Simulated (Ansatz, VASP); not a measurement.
## Ru: VASP beside Ansatz

```
Ru
1.0
     2.59290    0.00000    0.00000
    -1.29645    2.24552    0.00000
     0.00000    0.00000    4.64040
Ru
2
Direct
  0.33333 0.66667 0.25000
  0.66667 0.33333 0.75000
```

Alike in both runs: task single point; functional PBE; k mesh 18 × 18 × 10; occupations gaussian, width 0.15 eV; no spin polarisation.

```csv
,VASP,Ansatz
version,VASP 6.6.1,Ansatz 0.2.0
potentials or method,"VASP PAW PBE potentials, release 64 (Ru_pv), cutoff 520 eV","scalar-relativistic, plane waves, PAW"
valence electrons in the cell,28,32
```

```csv
,VASP,Ansatz,Ansatz less VASP
gap on the k mesh at the Fermi level (eV),none,none,-
pressure (GPa),10.9,10.9,+0.02
"traceless stress, the component that is largest in VASP (GPa)",-39.94,-39.99,-0.053
```

A gap of «none» marks a metal or a gap that the smearing closes. The functional is the same, so the differences come from potentials, cutoffs and numerics. VASP's potentials hold 28 valence electrons a cell and Ansatz's 32, so a difference there can come from the potentials and not from the codes.
